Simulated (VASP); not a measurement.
Write the native input for VASP 6.6.1 that does the following.

- Task: relaxation of cell and atoms
- Functional: PBE
- Potentials or basis: VASP PAW PBE potentials, release 64 (Al, C, N)
- Cutoff: 600 eV
- k mesh: 4 × 4 × 4
- Occupations: gaussian, width 0.1 eV
- Spin: no spin polarisation
- Dipole correction: no
- Further INCAR settings: ALGO = Normal; EDIFF = 1e-06; IBRION = 2; EDIFFG = -0.04; NSW = 90; ISIF = 3

The structure of AlC2N2 lies in POSCAR:

```
AlC2N2
1.0
    3.2570973900     -3.5408372100      0.0000000000
    3.2570973900      3.5408372100      0.0000000000
    0.0000000000      0.0000000000      7.0816744100
Al C N
2 4 4
Direct
    0.0000000000      0.0000000000      0.0000000000
    0.5000000000      0.5000000000      0.5000000000
    0.1872191700      0.8127808300      0.8127808300
    0.8127808300      0.1872191700      0.1872191700
    0.1872191700      0.8127808300      0.1872191700
    0.8127808300      0.1872191700      0.8127808300
    0.3040439300      0.6959560700      0.6959560700
    0.6959560700      0.3040439300      0.3040439300
    0.3040439300      0.6959560700      0.3040439300
    0.6959560700      0.3040439300      0.6959560700
```

These files were run (other wordings do the same):

INCAR

```
SYSTEM = AlC2N2
PREC = Accurate ; ENCUT = 600
EDIFF = 1E-6 ; ISMEAR = 0
SIGMA = 0.1 ; LREAL = .FALSE.
LASPH = .TRUE. ; NELM = 80
ALGO = Normal ; ISIF = 3
LWAVE = .FALSE. ; LCHARG = .FALSE.
GGA = PE ; IBRION = 2
NSW = 90 ; EDIFFG = -0.04
```

KPOINTS

```
regular mesh
0
G
  4 4 4
  0 0 0
```

Potentials or basis: VASP PAW PBE potentials, release 64 (Al, C, N).

The run is started by

```sh
$ cat potpaw_PBE.64/Al/POTCAR potpaw_PBE.64/C/POTCAR potpaw_PBE.64/N/POTCAR > POTCAR
$ mpirun -np 1 vasp_std > vasp.out
```

It gave:

```
Relaxed volume                         : 19.27 Å³/atom
Relaxed cell                           : a = 5.176 Å, b = 5.176 Å, c = 7.220 Å, α = 90.00°, β = 90.00°, γ = 85.02°
Space group after relaxing (to 0.05 Å) : Cmmm (No. 65)
Energy gained by relaxing              : 84.6 meV/atom
Ionic steps                            : 28
Pressure after relaxing                : -0.1 GPa
Largest force after relaxing           : 0.039 eV/Å
Band gap on the k mesh                 : zero (band 21 reaches 1.62 eV, above the bottom of band 22 at 1.59 eV)
```

Caveat: the volume moved by over 15 % at a fixed basis, so the end points are rough.

Wall time 27 min on 1 thread of Intel(R) Xeon(R) Platinum 8375C CPU @ 2.90GHz (Ice Lake) (shared host), peak memory 0.37 GiB.
